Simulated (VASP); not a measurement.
# Os (I4/mmm) in VASP: a series of runs

The runs below take Os through single point, with r2SCAN.

Program: VASP 6.6.1. These are calculated values, not measurements. Logs are shortened: lines on timing, memory, paths and dates and some standing lists are left out, and cuts for length are marked.

### Step 1. The cell of the first run

Symmetry: I4/mmm, No. 139, tetragonal system. Conventional cell: a = 2.451 Å, b = 2.451 Å, c = 4.901 Å, α = 90.00°, β = 90.00°, γ = 90.00°. Within 3.2 Å of Os (site symmetry 4/mmm) lie 12 Os at 2.45 to 3.00 Å.

### Step 2. Single point, r2SCAN

The input, POSCAR:

```
Os
1.0
    0.0000000000      1.7328852397      2.4502997289
    1.7328852397      0.0000000000      2.4502997289
    1.7328852397      1.7328852397      0.0000000000
Os
1
Direct
    0.0000000000      0.0000000000      0.0000000000
```

The input, INCAR.step1:

```
  PREC = Accurate
  ENCUT = 520
  ISMEAR = 0
  SIGMA = 0.15
  LREAL = False
  LASPH = True
  NELM = 80
  NBANDS = 10
  GGA = PE
  ALGO = Normal
  EDIFF = 1E-4
  LWAVE = True
  LCHARG = False
```

The input, INCAR.step2:

```
  PREC = Accurate
  ENCUT = 520
  EDIFF = 1E-6
  ISMEAR = 0
  SIGMA = 0.15
  LREAL = False
  LASPH = True
  NELM = 80
  ALGO = Normal
  ISIF = 2
  LWAVE = False
  LCHARG = True
  METAGGA = R2SCAN
  LMIXTAU = True
  LELF = True
  LVHAR = True
  NBANDS = 10
  ISTART = 1
```

The input, KPOINTS:

```
regular mesh
0
Gamma
  24 24 24
```

Potentials or basis: VASP PAW PBE potentials, release 64 (Os).

Command:

```sh
$ cat potpaw_PBE.64/Os/POTCAR > POTCAR
$ cp INCAR.step1 INCAR
$ mpirun -np 1 vasp_std > vasp.out
$ cp INCAR.step2 INCAR
$ mpirun -np 1 vasp_std > vasp.out
```

OUTCAR:

```text
PREC = Accurate
   ENCUT = 520
   EDIFF = 1E-6
   ISMEAR = 0
   LREAL = False
   LASPH = True
   NELM = 80
   ISIF = 2
   METAGGA = R2SCAN
   ISTART = 1

 ion  position               nearest neighbor table
   1  0.000  0.000  0.000-

  LATTYP: Found a body centered tetragonal cell.
 ALAT       =     2.4506698080
 C/A-ratio  =     1.9996979772

  Lattice vectors:

 A1 = (  -1.7328852397,   0.0000000000,   2.4502997289)
 A2 = (   1.7328852397,   0.0000000000,   2.4502997289)
 A3 = (   0.0000000000,   1.7328852397,  -2.4502997289)

Analysis of symmetry for initial positions (statically):
=====================================================================
 Subroutine PRICEL returns:
 Original cell was already a primitive cell.

 Routine SETGRP: Setting up the symmetry group for a
 body centered tetragonal supercell.

 Subroutine GETGRP returns: Found 16 space group operations
 (whereof 16 operations were pure point group operations)
 out of a pool of 16 trial point group operations.

The static configuration has the point symmetry D_4h.

Analysis of symmetry for dynamics (positions and initial velocities):
=====================================================================
 Subroutine PRICEL returns:
 Original cell was already a primitive cell.

 Routine SETGRP: Setting up the symmetry group for a
 body centered tetragonal supercell.

 Subroutine GETGRP returns: Found 16 space group operations
 (whereof 16 operations were pure point group operations)
 out of a pool of 16 trial point group operations.

The dynamic configuration has the point symmetry D_4h.

 Subroutine INISYM returns: Found 16 space group operations
 (whereof 16 operations are pure point group operations),
 and found     1 'primitive' translations

----------------------------------------------------------------------------------------

                                     Primitive cell

  volume of cell :      14.7160

  direct lattice vectors                    reciprocal lattice vectors
     0.000000000  1.732885240  2.450299729    -0.288536130  0.288536130  0.204056669
     1.732885240  0.000000000  2.450299729     0.288536130 -0.288536130  0.204056669
     1.732885240  1.732885240  0.000000000     0.288536130  0.288536130 -0.204056669

  length of vectors
     3.001143118  3.001143118  2.450669808     0.456229460  0.456229460  0.456229460

  position of ions in fractional coordinates (direct lattice)
     0.000000000  0.000000000  0.000000000

  ion indices of the primitive-cell ions
   primitive index   ion index
                 1           1

----------------------------------------------------------------------------------------

 KPOINTS: regular mesh

Automatic generation of k-mesh.
 Grid dimensions read from file:
 generate k-points for:   24   24   24

 Generating k-lattice:

  Cartesian coordinates                     Fractional coordinates (reciprocal lattice)
    -0.012022339  0.012022339  0.008502361     0.041666667 -0.000000000  0.000000000
     0.012022339 -0.012022339  0.008502361    -0.000000000  0.041666667  0.000000000
     0.012022339  0.012022339 -0.008502361     0.000000000  0.000000000  0.041666667

  Length of vectors
     0.019009561  0.019009561  0.019009561

  Shift w.r.t. Gamma in fractional coordinates (k-lattice)
     0.000000000  0.000000000  0.000000000

 Subroutine IBZKPT returns following result:
 ===========================================

 Found   1063 irreducible k-points:

 Following reciprocal coordinates:
            Coordinates               Weight
  0.000000  0.000000  0.000000      1.000000
  0.041667 -0.000000  0.000000      8.000000
  0.083333  0.000000  0.000000      8.000000
  0.125000 -0.000000  0.000000      8.000000
  0.166667 -0.000000  0.000000      8.000000
  0.208333  0.000000  0.000000      8.000000
[... 16 lines left out ...]
  0.416667  0.041667  0.000000      8.000000
  0.458333  0.041667  0.000000      8.000000
 [... further k-points ...]
   k-points           NKPTS =   1063   k-points in BZ     NKDIM =   1063   number of bands    NBANDS=     10
   number of dos      NEDOS =    301   number of ions     NIONS =      1
   total plane-waves  NPLWV =  10368
   dimension x,y,z NGX =    24 NGY =   24 NGZ =   18
   dimension x,y,z NGXF=    48 NGYF=   48 NGZF=   36
   ions per type =               1
   NGX,Y,Z   is equivalent  to a cutoff of  13.29, 13.29, 12.21 a.u.
   NGXF,Y,Z  is equivalent  to a cutoff of  26.59, 26.59, 24.42 a.u.
 SYSTEM =  unknown system
   PREC   = accura    normal or accurate (medium, high low for compatibility)
   ISTART =      1    job   : 0-new  1-cont  2-samecut
   ICHARG =      0    charge: 1-file 2-atom 10-const
   ISPIN  =      1    spin polarized calculation?
   LNONCOLLINEAR =      F non collinear calculations
   LSORBIT =      F    spin-orbit coupling
   LASPH  =      T    aspherical Exc in radial PAW
   ENCUT  =  520.0 eV  38.22 Ry    6.18 a.u.   5.58  5.58  4.56*2*pi/ulx,y,z
   NELM   =     80;   NELMIN=  2; NELMDL=  0     # of ELM steps
   EDIFF  = 0.1E-05   stopping-criterion for ELM
   LREAL  =      F    real-space projection
   EDIFFG = 0.1E-04   stopping-criterion for IOM
   NSW    =      0    number of steps for IOM
   IBRION =     -1    ionic relax: 0-MD 1-quasi-New 2-CG
   NFREE  =      0    steps in history (QN), initial steepest desc. (CG)
   ISIF   =      2    stress and relaxation
   ISYM   =      2    0-nonsym 1-usesym 2-fastsym
   POTIM  = 0.5000    time-step for ionic-motion
   TEBEG  =    0.0;   TEEND  =   0.0 temperature during run
   PSTRESS=    0.0 pullay stress
   NELECT =       8.0000    total number of electrons
   NUPDOWN=      -1.0000    fix difference up-down
   EMIN   =  10.00;   EMAX   =-10.00  energy-range for DOS
   EFERMI =   0.00;   METHOD = LEGACY
   ISMEAR =     0;   SIGMA  =   0.15  broadening in eV -4-tet -1-fermi 0-gaus
   EFERMI_NEDOS =   21; number of points for ismear=-14 and -15
   IALGO  =     38    algorithm
   IMIX   =      4    mixing-type and parameters
     AMIX     =   0.40;   BMIX     =  1.00
     AMIX_MAG =   1.60;   BMIX_MAG =  1.00
  volume/ion in A,a.u.               =      14.72        99.31
  Fermi-wavevector in a.u.,A,eV,Ry     =   1.336109  2.524880 24.288947  1.785187
  Thomas-Fermi vector in A             =   2.464761
   LORBIT       =      0    0 simple, 1 ext, 2 COOP (PROOUT), +10 PAW based schemes
   METAGGA = R2SCAN    functional components
   LHFCALC =     F    Hartree Fock is set to
   AEXX    =    0.0000 exact exchange contribution
   IVDW    =     0    specifies the selected vdW correction
   LEPSILON=     F    determine dielectric tensor
   LRPA    =     F    only Hartree local field effects (RPA)
 non-spin polarized calculation
 Gauss-broadening in eV      SIGMA  =   0.15
  energy-cutoff  :      520.00
  volume of cell :       14.72
 maximum number of plane-waves:       417
   NGX = 11   NGY = 11   NGZ =  9

 number of electron       8.0000000 magnetization

 Free energy of the ion-electron system (eV)
  ---------------------------------------------------
  ext. energy  EPLUGINS =         0.00000000
  ---------------------------------------------------
  free energy    TOTEN  =       -51.58215404 eV

  energy without entropy =      -51.56950119  energy(sigma->0) =      -51.57582762

 E-fermi :   8.7069     XC(G=0): -14.9592

 val. band max:        8.7042402115   @ k =  -0.2500   0.4167   0.3333
 cond. band min:       8.7070314055   @ k =  -0.4583   0.0833   0.3333
 fundamental gap:      0.0027911939
 Fermi energy:         8.7069080761

 k-point     1 :       0.0000    0.0000    0.0000
  band No.  band energies     occupation
      1      -2.3420      2.00000
      2       2.4197      2.00000
      3       4.4435      2.00000
      4       8.1312      2.00000
      5       8.1312      2.00000
      6      11.5998      0.00000
      7      23.2201      0.00000
      8      25.3733      0.00000
      9      33.1156      0.00000
     10      33.1156      0.00000

 k-point     2 :       0.0417   -0.0000    0.0000
  band No.  band energies     occupation
      1      -2.2553      2.00000
      2       2.4759      2.00000
      3       4.4765      2.00000
      4       8.0164      2.00000
      5       8.1608      2.00000
      6      11.5170      0.00000
      7      23.3552      0.00000
      8      25.5183      0.00000
      9      32.4020      0.00000
     10      33.2971      0.00000

 k-point     3 :       0.0833    0.0000    0.0000
  band No.  band energies     occupation
      1      -2.0018      2.00000
      2       2.6371      2.00000
      3       4.5772      2.00000
      4       7.7071      2.00000
      5       8.2476      1.99999
      6      11.2814      0.00000
      7      23.6991      0.00000
      8      25.9595      0.00000
      9      31.0526      0.00000
     10      33.8214      0.00000

 k-point     4 :       0.1250   -0.0000    0.0000
  band No.  band energies     occupation
      1      -1.6015      2.00000
      2       2.8807      2.00000
      3       4.7424      2.00000
      4       7.3015      2.00000
      5       8.3845      1.99763
      6      10.9278      0.00000
      7      24.1107      0.00000
      8      26.6510      0.00000
      9      29.6522      0.00000
     10      33.8185      0.00000
[... 222 lines left out ...]
 k-point    22 :       0.3750    0.0417    0.0000
  band No.  band energies     occupation
      1       0.9589      2.00000
      2       3.3478      2.00000
      3       6.3467      2.00000
      4       8.3278      1.99965
      5       9.1523      0.00003
      6      10.1607      0.00000
      7      20.5947      0.00000
      8      22.5849      0.00000
      9      32.1478      0.00000
     10      32.7687      0.00000

 k-point    23 :       0.4167    0.0417    0.0000
  band No.  band energies     occupation
      1       1.0786      2.00000
      2       3.2615      2.00000
      3       7.2492      2.00000
      4       8.0413      2.00000
      5       9.7854      0.00000
      6      10.3221      0.00000
      7      19.5111      0.00000
      8      21.8979      0.00000
      9      31.8738      0.00000
     10      33.4520      0.00000

 k-point    24 :       0.4583    0.0417    0.0000
  band No.  band energies     occupation
      1       1.1117      2.00000
      2       3.2326      2.00000
      3       7.8197      2.00000
      4       8.0613      2.00000
      5      10.2287      0.00000
      6      10.4403      0.00000
      7      18.9004      0.00000
      8      21.2803      0.00000
      9      31.0486      0.00000
     10      33.7294      0.00000

 [... further k-points ...]

------------------------ aborting loop because EDIFF is reached ----------------------------------------

  FORCE on cell =-STRESS in cart. coord.  units (eV):
  Direction    XX          YY          ZZ          XY          YZ          ZX
  --------------------------------------------------------------------------------------
  -------------------------------------------------------------------------------------
  Total        4.5136694      4.5136694     -4.8435368      0.0000000     -0.0000000     -0.0000000
  in kB      491.4185154    491.4185154   -527.3322987      0.0000000     -0.0000000     -0.0000000
  external PRESSURE =     151.8349107 kB  Pullay stress =       0.0000000 kB

 VOLUME and BASIS-vectors are now :
 -----------------------------------------------------------------------------
  energy-cutoff  :      520.00
  volume of cell :       14.72
      direct lattice vectors                 reciprocal lattice vectors
     0.000000000  1.732885240  2.450299729    -0.288536130  0.288536130  0.204056669
     1.732885240  0.000000000  2.450299729     0.288536130 -0.288536130  0.204056669
     1.732885240  1.732885240  0.000000000     0.288536130  0.288536130 -0.204056669

 POSITION                                       TOTAL-FORCE (eV/Angst)
 -----------------------------------------------------------------------------------
      0.00000      0.00000      0.00000         0.000000     -0.000000     -0.000000
 -----------------------------------------------------------------------------------
    total drift:                               -0.000000     -0.000000     -0.000000

  FREE ENERGIE OF THE ION-ELECTRON SYSTEM (eV)
  ---------------------------------------------------
  free  energy   TOTEN  =       -51.5821540447 eV

  energy  without entropy=      -51.5695011861  energy(sigma->0) =      -51.57582762
```

It took 6.6 min on 1 thread of Oxide Virtual Turin-like, shared host; peak memory 0.25 GiB.

What came out:

```
Free energy            : -51.5822 eV
Pressure               : 15.2 GPa
Band gap on the k mesh : zero (bands 4 and 5 overlap by 3.84 eV)
```

Stress tensor (GPa, compression positive):
```
 49.14   0.00   0.00
  0.00  49.14   0.00
  0.00   0.00 -52.73
```

Caveat: the stress differs along the axes, from -53 to 49 GPa; the PAW data sets were made with another functional, which shifts forces and pressure a little; spin-orbit coupling is left out, which moves the levels of the heavy elements.

(Part 1 of 3 ends here.)
